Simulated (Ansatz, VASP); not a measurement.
# One calculation of TiCo, two programs

Contents of INCAR:

```
PREC = Accurate ; ENCUT = 520
EDIFF = 1E-6 ; ISMEAR = -1
SIGMA = 0.03 ; LREAL = F
LASPH = T ; NELM = 150
ALGO = Normal ; ISIF = 2
LWAVE = F ; LCHARG = F
ISPIN = 2 ; MAGMOM = 1 1 2 2
LORBIT = 11 ; LMAXMIX = 4
GGA = PE ; NBANDS = 33
```

The input KPOINTS:

```
regular mesh
0
Gamma
  12 12 6
```

The input POSCAR:

```
TiCo
1.0
    2.9861109900      0.0000000000      0.0000000000
    0.0000000000      2.9861109900      0.0000000000
    0.0000000000      0.0000000000      5.9722219800
Ti Co
2 2
Direct
    0.0000000000      0.0000000000      0.0000000000
    0.0000000000      0.0000000000      0.5000000000
    0.5000000000      0.5000000000      0.2500000000
    0.5000000000      0.5000000000      0.7500000000
```

Input for Ansatz:

```yaml
crystal:
  lattice:
    - [2.98611099, 0.0, 0.0]
    - [0.0, 2.98611099, 0.0]
    - [0.0, 0.0, 5.97222198]
  atoms:
    - { symbol: Ti, position: [0.0, 0.0, 0.0], spin: 1.0 }
    - { symbol: Ti, position: [0.0, 0.0, 0.5], spin: 1.0 }
    - { symbol: Co, position: [0.5, 0.5, 0.25], spin: 2.0 }
    - { symbol: Co, position: [0.5, 0.5, 0.75], spin: 2.0 }
magnetization:
  spin_polarized: true
kpoints:
  mp_grid: { grid: [12, 12, 6] }
scf:
  occupations: { method: fermi_dirac, width: 0.03 }
  lower_state_search: "off"
hamiltonian:
  xc: pbe
  pseudopotentials: { kind: paw }
output:
  forces: true
  stress: true
  eigenvalues: true
```

Alike in both runs: task single point; functional PBE; k mesh 12 × 12 × 6; occupations fermi-dirac, width 0.03 eV; collinear spin.

|  | VASP | Ansatz |
| --- | --- | --- |
| version | VASP 6.6.1 | Ansatz 0.2.0 |
| potentials or method | VASP PAW PBE potentials, release 64 (Ti_sv, Co) | PAW with Ansatz's default frozen-core files, scalar-relativistic |
| plane-wave cutoff (eV) | 520 | 420 |
| valence electrons in the cell | 42 | 58 |

Ansatz gave:

* pressure (GPa): -0.2
* net moment per atom (μB): 0.44
* size of the moment on the site where the two differ most (μB): 0.97

Task: What did VASP give for the same quantities?

Result: Pressure (GPa): -0.8; net moment per atom (μB): 0.43; size of the moment on the site where the two differ most (μB): 0.93.

Site moments also hang on the region over which each program counts them. VASP's potentials hold 42 valence electrons a cell and Ansatz's 58, so a difference there can come from the potentials and not from the codes.
